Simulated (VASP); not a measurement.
Runs of VASP 6.6.1 on Ba. The structure is that of space group Pm-3m (No. 221), or close to it. The cells are those of the table. This isn't the form of Ba at room conditions, which is bcc.

```csv
task,cell,cutoff (eV),gap on the mesh (eV),pressure (GPa)
relaxation of cell and atoms,"relaxed to 20 GPa from a = 4.110 Å, 1 atom",600,none,20.0
single point,"a = 3.958 Å, 1 atom",520,-,(a)
single point,"a = 3.049 Å, 1 atom",520,none,25.1
relaxation of cell and atoms,"relaxed to 10 GPa from a = 4.110 Å, 1 atom",600,none,10.1
relaxation of cell and atoms,"relaxed from a = 4.110 Å, 1 atom",600,-,-0.1
single point,"a = 3.269 Å, 1 atom",520,none,12.0
single point,"a = 2.944 Å, 1 atom",520,none,37.8
```

Alike in all rows: level PBE; potentials or basis VASP PAW PBE potentials, release 64 (Ba_sv); no spin polarisation; k mesh 11 × 11 × 11; smearing fermi-dirac 0.1 eV.

**Question.** Estimate the missing entries.

**Answer.** (a) 0.1.

Caveats: spin-orbit coupling is left out, which moves the levels of the heavy elements; the cell stands under pressure (at least some runs); the cell is relaxed towards a set pressure, so the run minimises the enthalpy, not the energy (at least some runs).

A k mesh can miss the band edges, and the runs leave out spin-orbit coupling on Ba.

A gap of «none» marks levels without a gap at the run's occupations.
